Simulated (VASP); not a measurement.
Runs of VASP 6.6.1 on Rb. The structure is that of space group I4/mmm (No. 139), or close to it. The cells are those of the table. 

| cell | gap on the mesh (eV) | pressure (GPa) |
| --- | --- | --- |
| a = 4.891 Å, angles 107.4, 107.4, 113.7°, 1 atom | none | (a) |
| a = 5.089 Å, angles 107.4, 107.4, 113.7°, 1 atom | none | -0.1 |
| a = 4.992 Å, angles 107.4, 107.4, 113.7°, 1 atom | none | 0.0 |
| a = 4.940, b = 4.940, c = 4.948 Å, angles 106.6, 106.6, 112.9°, 1 atom | none | 0.0 |

Alike in all rows: task electric field gradients; level r2SCAN; potentials or basis VASP PAW PBE potentials, release 64 (Rb_sv); no spin polarisation; k mesh 10 × 10 × 10; cutoff (eV) 520; smearing fermi-dirac 0.08 eV.

Q: Fill in the values left out.

A: (a) 0.2.

Caveats: the PAW data sets were made with another functional, which shifts forces and pressure a little.

A k mesh can miss the band edges, and the runs leave out spin-orbit coupling on Rb.

A gap of «none» marks levels without a gap at the run's occupations.
